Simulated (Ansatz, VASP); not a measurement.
## Two plane-wave programs on Mn

```
CELL_PARAMETERS angstrom
0.00000 2.51813 2.51813
2.51813 0.00000 2.51813
2.51813 2.51813 0.00000
ATOMIC_POSITIONS crystal
Mn 0.12500 0.12500 0.12500
Mn 0.87500 0.87500 0.87500
```

Alike in both runs: task single point; functional revPBE; k mesh 12 × 12 × 12; occupations fermi-dirac, width 0.05 eV; collinear spin.

|  | VASP | Ansatz |
| --- | --- | --- |
| version | VASP 6.6.1 | Ansatz 0.2.0 |
| potentials or method | VASP PAW PBE potentials, release 64 (Mn_pv), cutoff 520 eV | plane waves (420 eV) with PAW, scalar-relativistic |
| valence electrons in the cell | 26 | 30 |

VASP gave:

```
pressure (GPa)                                                : 7.9
net moment per atom (μB)                                      : 0.00
size of the moment on the site where the two differ most (μB) : 2.05
```

**Question.** Estimate Ansatz's values.

**Answer.** Pressure (GPa): 7.2; net moment per atom (μB): 0.00; size of the moment on the site where the two differ most (μB): 1.87.

VASP's potentials were made for PBE, not for revPBE. Site moments also hang on the region over which each program counts them. VASP's potentials hold 26 valence electrons a cell and Ansatz's 30, so a difference there can come from the potentials and not from the codes.
